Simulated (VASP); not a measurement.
# SiO2 (P4_2/mnm) in VASP: further runs

The runs below take SiO2 through single point, with LDA.

Everything below comes from runs of VASP 6.6.1. Logs are shortened: lines on timing, memory, paths and dates and some standing lists are left out, and cuts for length are marked.

## Step 1: The cell of the first run

The structure is tetragonal, space group P4_2/mnm (No. 136). Conventional cell: a = 4.205 Å, b = 4.205 Å, c = 2.342 Å, α = 90.00°, β = 90.00°, γ = 90.00°. Si (site symmetry mmm) has 6 O at 1.65 to 1.82 Å within 2.2 Å. Within 2.2 Å of O (site symmetry m2m) lie 3 Si at 1.65 to 1.82 Å.

## Step 2: Single point, LDA

INCAR reads:

```
SYSTEM = SiO2
PREC     = Accurate       ! precision mode
ENCUT    = 910            ! plane-wave cutoff, eV
EDIFF    = 1E-6           ! SCF threshold, eV
ISMEAR   = 0              ! smearing method
SIGMA    = 0.05           ! smearing width, eV
LREAL    = .False.        ! projectors in reciprocal space
LASPH    = .True.         ! aspherical terms in the spheres
NELM     = 120            ! most SCF steps
ALGO     = Normal         ! electronic algorithm
ISIF     = 2              ! what is computed and relaxed
LWAVE    = .False.        ! write WAVECAR
LCHARG   = .False.        ! write CHGCAR
GGA      = CA             ! functional
NBANDS   = 25             ! bands
GGA_COMPAT= .False.
```

KPOINTS reads:

```
Automatic mesh
0
Gamma
  6 6 8
  0 0 0
```

POSCAR reads:

```
SiO2
1.0
    4.2050000000      0.0000000000      0.0000000000
    0.0000000000      4.2050000000      0.0000000000
    0.0000000000      0.0000000000      2.3420000000
Si O
2 4
Direct
    0.5000000000      0.5000000000      0.5000000000
    0.0000000000      0.0000000000      0.0000000000
    0.6944252994      0.6944252994      0.0000000000
    0.1944252994      0.8055747006      0.5000000000
    0.3055747006      0.3055747006      0.0000000000
    0.8055747006      0.1944252994      0.5000000000
```

Potentials or basis: VASP PAW LDA potentials, release 64 (Si, O_h).

Command:

```
> cat potpaw_LDA.64/Si/POTCAR potpaw_LDA.64/O_h/POTCAR > POTCAR
> mpirun -np 1 vasp_std > vasp.out
```

OUTCAR:

```text
SYSTEM = SiO2
   PREC = Accurate
   ENCUT = 910
   EDIFF = 1E-6
   ISMEAR = 0
   LREAL = .False.
   LASPH = .True.
   NELM = 120
   ISIF = 2
   GGA = CA

 ion  position               nearest neighbor table
   1  0.500  0.500  0.500-   3 1.65   5 1.65   3 1.65   5 1.65   4 1.82   6 1.82
   2  0.000  0.000  0.000-   4 1.65   6 1.65   4 1.65   6 1.65   5 1.82   3 1.82
   3  0.694  0.694  0.000-   1 1.65   1 1.65   2 1.82
   4  0.194  0.806  0.500-   2 1.65   2 1.65   1 1.82
   5  0.306  0.306  0.000-   1 1.65   1 1.65   2 1.82
   6  0.806  0.194  0.500-   2 1.65   2 1.65   1 1.82

  LATTYP: Found a simple tetragonal cell.
 ALAT       =     4.2050000000
 C/A-ratio  =     0.5569560048

  Lattice vectors:

 A1 = (   4.2050000000,   0.0000000000,   0.0000000000)
 A2 = (   0.0000000000,   4.2050000000,   0.0000000000)
 A3 = (   0.0000000000,   0.0000000000,   2.3420000000)

Analysis of symmetry for initial positions (statically):
=====================================================================
 Subroutine PRICEL returns:
 Original cell was already a primitive cell.

 Routine SETGRP: Setting up the symmetry group for a
 simple tetragonal supercell.

 Subroutine GETGRP returns: Found 16 space group operations
 (whereof  8 operations were pure point group operations)
 out of a pool of 16 trial point group operations.

The static configuration has the point symmetry D_2h.
 The point group associated with its full space group is D_4h.

Analysis of symmetry for dynamics (positions and initial velocities):
=====================================================================
 Subroutine PRICEL returns:
 Original cell was already a primitive cell.

 Routine SETGRP: Setting up the symmetry group for a
 simple tetragonal supercell.

 Subroutine GETGRP returns: Found 16 space group operations
 (whereof  8 operations were pure point group operations)
 out of a pool of 16 trial point group operations.

The dynamic configuration has the point symmetry D_2h.
 The point group associated with its full space group is D_4h.

 Subroutine INISYM returns: Found 16 space group operations
 (whereof  8 operations are pure point group operations),
 and found     1 'primitive' translations

----------------------------------------------------------------------------------------

                                     Primitive cell

  volume of cell :      41.4113

  direct lattice vectors                    reciprocal lattice vectors
     4.205000000  0.000000000  0.000000000     0.237812128  0.000000000  0.000000000
     0.000000000  4.205000000  0.000000000     0.000000000  0.237812128  0.000000000
     0.000000000  0.000000000  2.342000000     0.000000000  0.000000000  0.426985482

  length of vectors
     4.205000000  4.205000000  2.342000000     0.237812128  0.237812128  0.426985482

  position of ions in fractional coordinates (direct lattice)
     0.500000000  0.500000000  0.500000000
     0.000000000  0.000000000  0.000000000
     0.694425299  0.694425299  0.000000000
     0.194425299  0.805574701  0.500000000
     0.305574701  0.305574701  0.000000000
     0.805574701  0.194425299  0.500000000

  ion indices of the primitive-cell ions
   primitive index   ion index
                 1           1
                 2           2
                 3           3
                 4           4
                 5           5
                 6           6

----------------------------------------------------------------------------------------

 KPOINTS: Automatic mesh

Automatic generation of k-mesh.
 Grid dimensions read from file:
 generate k-points for:    6    6    8

 Generating k-lattice:

  Cartesian coordinates                     Fractional coordinates (reciprocal lattice)
     0.039635355  0.000000000  0.000000000     0.166666667  0.000000000  0.000000000
     0.000000000  0.039635355  0.000000000     0.000000000  0.166666667  0.000000000
     0.000000000  0.000000000  0.053373185     0.000000000  0.000000000  0.125000000

  Length of vectors
     0.039635355  0.039635355  0.053373185

  Shift w.r.t. Gamma in fractional coordinates (k-lattice)
     0.000000000  0.000000000  0.000000000

 Subroutine IBZKPT returns following result:
 ===========================================

 Found     50 irreducible k-points:

 Following reciprocal coordinates:
            Coordinates               Weight
  0.000000  0.000000  0.000000      1.000000
  0.166667  0.000000  0.000000      4.000000
  0.333333  0.000000  0.000000      4.000000
  0.500000  0.000000  0.000000      2.000000
  0.166667  0.166667  0.000000      4.000000
  0.333333  0.166667  0.000000      8.000000
[... 16 lines left out ...]
  0.333333  0.000000  0.250000      8.000000
  0.500000  0.000000  0.250000      4.000000
 [... further k-points ...]
   k-points           NKPTS =     50   k-points in BZ     NKDIM =     50   number of bands    NBANDS=     25
   number of dos      NEDOS =    301   number of ions     NIONS =      6
   total plane-waves  NPLWV =  42336
   dimension x,y,z NGX =    42 NGY =   42 NGZ =   24
   dimension x,y,z NGXF=    84 NGYF=   84 NGZF=   48
   ions per type =               2   4
   NGX,Y,Z   is equivalent  to a cutoff of  16.60, 16.60, 17.04 a.u.
   NGXF,Y,Z  is equivalent  to a cutoff of  33.21, 33.21, 34.07 a.u.
 SYSTEM =  SiO2
   PREC   = accura    normal or accurate (medium, high low for compatibility)
   ISTART =      0    job   : 0-new  1-cont  2-samecut
   ICHARG =      2    charge: 1-file 2-atom 10-const
   ISPIN  =      1    spin polarized calculation?
   LNONCOLLINEAR =      F non collinear calculations
   LSORBIT =      F    spin-orbit coupling
   LASPH  =      T    aspherical Exc in radial PAW
   ENCUT  =  910.0 eV  66.88 Ry    8.18 a.u.  10.34 10.34  5.76*2*pi/ulx,y,z
   NELM   =    120;   NELMIN=  2; NELMDL= -5     # of ELM steps
   EDIFF  = 0.1E-05   stopping-criterion for ELM
   LREAL  =      F    real-space projection
   EDIFFG = 0.1E-04   stopping-criterion for IOM
   NSW    =      0    number of steps for IOM
   IBRION =     -1    ionic relax: 0-MD 1-quasi-New 2-CG
   NFREE  =      0    steps in history (QN), initial steepest desc. (CG)
   ISIF   =      2    stress and relaxation
   ISYM   =      2    0-nonsym 1-usesym 2-fastsym
   POTIM  = 0.5000    time-step for ionic-motion
   TEBEG  =    0.0;   TEEND  =   0.0 temperature during run
   PSTRESS=    0.0 pullay stress
   NELECT =      32.0000    total number of electrons
   NUPDOWN=      -1.0000    fix difference up-down
   EMIN   =  10.00;   EMAX   =-10.00  energy-range for DOS
   EFERMI =   0.00;   METHOD = LEGACY
   ISMEAR =     0;   SIGMA  =   0.05  broadening in eV -4-tet -1-fermi 0-gaus
   EFERMI_NEDOS =   21; number of points for ismear=-14 and -15
   IALGO  =     38    algorithm
   IMIX   =      4    mixing-type and parameters
     AMIX     =   0.40;   BMIX     =  1.00
     AMIX_MAG =   1.60;   BMIX_MAG =  1.00
  volume/ion in A,a.u.               =       6.90        46.58
  Fermi-wavevector in a.u.,A,eV,Ry     =   1.502283  2.838904 30.706381  2.256855
  Thomas-Fermi vector in A             =   2.613544
   LORBIT       =      0    0 simple, 1 ext, 2 COOP (PROOUT), +10 PAW based schemes
   GGA     = CA    functional components
   LHFCALC =     F    Hartree Fock is set to
   AEXX    =    0.0000 exact exchange contribution
   IVDW    =     0    specifies the selected vdW correction
   LEPSILON=     F    determine dielectric tensor
   LRPA    =     F    only Hartree local field effects (RPA)
 non-spin polarized calculation
 Gauss-broadening in eV      SIGMA  =   0.05
  energy-cutoff  :      910.00
  volume of cell :       41.41
 maximum number of plane-waves:      2604
 NGX is ok and might be reduce to    42
   NGX = 21   NGY = 21   NGZ = 11

 number of electron      32.0000005 magnetization

 Free energy of the ion-electron system (eV)
  ---------------------------------------------------
  ext. energy  EPLUGINS =         0.00000000
  ---------------------------------------------------
  free energy    TOTEN  =       -50.06948832 eV

  energy without entropy =      -50.06948832  energy(sigma->0) =      -50.06948832

 E-fermi :  10.3779     XC(G=0): -13.3041

 val. band max:       10.1323270448   @ k =   0.0000   0.0000   0.0000
 cond. band min:      17.8403823947   @ k =   0.0000   0.0000   0.0000
 fundamental gap:      7.7080553499
 Fermi energy:        10.3779115543

 k-point     1 :       0.0000    0.0000    0.0000
  band No.  band energies     occupation
      1     -13.4626      2.00000
      2      -9.4922      2.00000
      3      -9.4813      2.00000
      4      -9.4813      2.00000
      5      -1.3441      2.00000
      6       2.4203      2.00000
[... 17 lines left out ...]
     24      25.9199      0.00000
     25      26.4241      0.00000

 k-point     2 :       0.1667    0.0000    0.0000
  band No.  band energies     occupation
      1     -13.3141      2.00000
      2     -10.3507      2.00000
      3      -9.3998      2.00000
      4      -8.9213      2.00000
      5      -1.2741      2.00000
      6       1.7315      2.00000
[... 17 lines left out ...]
     24      26.1191      0.00000
     25      26.2769      0.00000

 k-point     3 :       0.3333    0.0000    0.0000
  band No.  band energies     occupation
      1     -12.8788      2.00000
      2     -11.3091      2.00000
      3      -9.1819      2.00000
      4      -8.7621      2.00000
      5      -0.9661      2.00000
      6       0.6341      2.00000
[... 17 lines left out ...]
     24      25.7013      0.00000
     25      26.4935      0.00000

 k-point     4 :       0.5000    0.0000    0.0000
  band No.  band energies     occupation
      1     -12.1890      2.00000
      2     -12.1890      2.00000
      3      -8.9154      2.00000
      4      -8.9154      2.00000
      5      -0.3173      2.00000
      6      -0.3173      2.00000
[... 17 lines left out ...]
     24      25.1677      0.00000
     25      26.4070      0.00000
[... 477 lines left out ...]
 k-point    22 :       0.1667    0.0000    0.2500
  band No.  band energies     occupation
      1     -12.1875      2.00000
      2      -9.5855      2.00000
      3      -8.6966      2.00000
      4      -8.4268      2.00000
      5      -0.4809      2.00000
      6       2.3854      2.00000
[... 17 lines left out ...]
     24      25.2230      0.00000
     25      25.6124      0.00000

 k-point    23 :       0.3333    0.0000    0.2500
  band No.  band energies     occupation
      1     -11.7890      2.00000
      2     -10.3921      2.00000
      3      -8.5436      2.00000
      4      -8.2897      2.00000
      5       0.0052      2.00000
      6       1.4375      2.00000
[... 17 lines left out ...]
     24      25.2366      0.00000
     25      25.7418      0.00000

 k-point    24 :       0.5000    0.0000    0.2500
  band No.  band energies     occupation
      1     -11.1664      2.00000
      2     -11.1664      2.00000
      3      -8.3697      2.00000
      4      -8.3697      2.00000
      5       0.6451      2.00000
      6       0.6451      2.00000
[... 17 lines left out ...]
     24      25.3096      0.00000
     25      26.1169      0.00000

 [... further k-points ...]
[... 5 lines left out ...]
  --------------------------------------------------------------------------------------
  -------------------------------------------------------------------------------------
  Total        5.3816678      5.3816678     33.7756092     -0.0000000      0.0000000      0.0000000
  in kB      208.2133510    208.2133510   1306.7571422     -0.0000000      0.0000000      0.0000000
  external PRESSURE =     574.3946148 kB  Pullay stress =       0.0000000 kB

 VOLUME and BASIS-vectors are now :
 -----------------------------------------------------------------------------
  energy-cutoff  :      910.00
  volume of cell :       41.41
      direct lattice vectors                 reciprocal lattice vectors
     4.205000000  0.000000000  0.000000000     0.237812128  0.000000000  0.000000000
     0.000000000  4.205000000  0.000000000     0.000000000  0.237812128  0.000000000
     0.000000000  0.000000000  2.342000000     0.000000000  0.000000000  0.426985482

 POSITION                                       TOTAL-FORCE (eV/Angst)
 -----------------------------------------------------------------------------------
      2.10250      2.10250      1.17100        -0.000000     -0.000000      0.000000
      0.00000      0.00000      0.00000        -0.000000     -0.000000      0.000000
      2.92006      2.92006      0.00000         0.402482      0.402482      0.000000
      0.81756      3.38744      1.17100         0.402482     -0.402482      0.000000
      1.28494      1.28494      0.00000        -0.402482     -0.402482     -0.000000
      3.38744      0.81756      1.17100        -0.402482      0.402482      0.000000
 -----------------------------------------------------------------------------------
    total drift:                                0.000000     -0.000000      0.000000

  FREE ENERGIE OF THE ION-ELECTRON SYSTEM (eV)
  ---------------------------------------------------
  free  energy   TOTEN  =       -50.0694883214 eV

  energy  without entropy=      -50.0694883214  energy(sigma->0) =      -50.06948832
```

Run time: 63 s. Hardware: 1 thread of Intel Xeon Platinum 8488C (Sapphire Rapids), shared host; peak memory 0.21 GiB.

Results:

* Free energy: -50.0695 eV
* Pressure: 57.4 GPa
* Largest force: 0.569 eV/Å
* Band gap on the k mesh: 7.71 eV, direct

Forces in eV/Å, atoms in the order of the input:
```
Si   0.000  0.000  0.000
Si   0.000  0.000  0.000
O    0.402  0.402  0.000
O    0.402 -0.402  0.000
O   -0.402 -0.402  0.000
O   -0.402  0.402  0.000
```

Caveat: the cutoff is under 1.25 times the usual one of these potentials, so pressure, stress and relaxed cells hold a basis-set (Pulay) error. A k mesh can miss the band edges.

[end of part 1 of 3]
